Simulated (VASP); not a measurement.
# WSe2: single point with PBE+D3(BJ)

System: WSe2, a slab with vacuum.

```
CELL_PARAMETERS angstrom
3.28549 0.00000 0.00000
-1.64275 2.84532 0.00000
0.00000 0.00000 24.23865
ATOMIC_POSITIONS crystal
Se 0.33333 0.66667 0.18565
Se 0.33333 0.66667 0.32466
Se 0.00000 0.00000 0.47360
Se 0.00000 0.00000 0.61260
W 0.66667 0.33333 0.25516
W 0.66667 0.33333 0.54310
```

This cell differs from its parent crystal: layers slid over each other.

```yaml
Program: VASP 6.6.1
Task: single point
Functional: PBE
Dispersion: D3(BJ)
Potentials_or_basis: VASP PAW PBE potentials, release 64 (Se, W_sv)
Cutoff: 520 eV
k_mesh: 9 × 9 × 1
Occupations: gaussian, width 0.05 eV
Spin: no spin polarisation
```

| Quantity | Value |
| --- | --- |
| Largest force | 0.115 eV/Å |
| Band gap on the k mesh | 1.58 eV (least direct gap 1.67 eV) |
| Dispersion energy per atom | -0.384 eV |

Forces on the atoms (eV/Å):
```
Se   0.000  0.000 -0.041
Se   0.000  0.000  0.115
Se   0.000  0.000 -0.115
Se   0.000  0.000  0.041
W    0.000  0.000  0.041
W    0.000  0.000 -0.041
```

Levels at points of the mesh, in eV from the valence-band top:
```
           k point  band 23  band 24  band 25  band 26  band 27  band 28  band 29  band 30
(0.00, 0.00, 0.00)    -1.17    -1.17    -0.57    -0.13     2.97     2.97     3.01     3.01
```

Wall time 71 s on 1 thread of Intel(R) Xeon(R) 6975P-C (Granite Rapids), on a shared host, peak memory 0.34 GiB.

Caveat: the cell differs from its parent crystal (layers slid over each other); spin-orbit coupling is left out, which moves the levels of the heavy elements.
